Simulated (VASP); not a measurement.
Input of a VASP 6.6.1 run:

Contents of INCAR:

```
SYSTEM = Ba
  ALGO = Normal
  EDIFF = 1E-6
  ENCUT = 520
  GGA = CA
  ISIF = 2
  ISMEAR = 0
  LASPH = .TRUE.
  LCHARG = .TRUE.
  LELF = .TRUE.
  LREAL = .FALSE.
  LVHAR = .TRUE.
  LWAVE = .FALSE.
  NBANDS = 11
  NELM = 100
  PREC = Accurate
  SIGMA = 0.15
```

Contents of KPOINTS:

```
k-points
0
G
  12 12 12
  0 0 0
```

POSCAR

```
Ba
1.0
    3.9177175405      0.0000000000      0.0000000000
    0.0000000000      3.9177175405      0.0000000000
    0.0000000000      0.0000000000      3.8001860143
Ba
1
Direct
    0.0000000000      0.0000000000      0.0000000000
```

Potentials or basis: VASP PAW LDA potentials, release 64 (Ba_sv).

Command:

```console
$ cat potpaw_LDA.64/Ba_sv/POTCAR > POTCAR
$ mpirun -np 1 vasp_std > vasp.out
```

Problem. Estimate the pressure.

Solution. -0.9 GPa.

Problem. Estimate the band gap on the k mesh.

Solution. Zero (bands 5 and 6 overlap by 0.32 eV).

Stress tensor (GPa, compression positive):
```
-1.16  0.00  0.00
 0.00 -1.16  0.00
 0.00  0.00 -0.30
```

Caveat: the cell differs from its parent crystal (strain -0.0300 x Voigt [0, 0, 1, 0, 0, 0]); spin-orbit coupling is left out, which moves the levels of the heavy elements.
